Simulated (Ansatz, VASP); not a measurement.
# One calculation of Ta2SiO3, two programs

```
Ta Si O
1.0
     5.03019    0.00000    0.00000
    -2.51509    4.35627    0.00000
     0.00000    0.00000    3.21795
Ta Si O
2 1 3
Direct
  0.33333 0.66667 0.50000
  0.66667 0.33333 0.50000
  0.00000 0.00000 0.00000
  0.59366 0.00000 0.00000
  0.00000 0.59366 0.00000
  0.40634 0.40634 0.00000
```

Alike in both runs: functional PBE; k mesh 6 × 6 × 4; occupations gaussian, width 0.1 eV; no spin polarisation.

Ansatz relaxed the structure, and its values are those at the end. VASP's run is a single point on that final structure, the one shown.

|  | VASP | Ansatz |
| --- | --- | --- |
| version | VASP 6.6.1 | Ansatz 0.2.0 |
| potentials or method | VASP PAW PBE potentials, release 64 (Ta_pv, Si, O), cutoff 520 eV | scalar-relativistic, plane waves, PAW |
| valence electrons in the cell | 44 | 48 |

VASP gave:

| Property | Result |
| --- | --- |
| gap on the k mesh at the Fermi level (eV) | 0.68 |
| least direct gap on the mesh (eV) | 0.68 |
| pressure (GPa) | 0.4 |
| rms of the force components (eV/Å) | 0.008 |

Question: Estimate Ansatz's values.

Answer: gap on the k mesh at the Fermi level (eV): 0.68; least direct gap on the mesh (eV): 0.68; pressure (GPa): 0.0; rms of the force components (eV/Å): 0.001.

VASP's potentials hold 44 valence electrons a cell and Ansatz's 48, so a difference there can come from the potentials and not from the codes.

The k mesh is coarse, so the values compare programs but aren't converged. Neither program's run includes spin-orbit coupling.
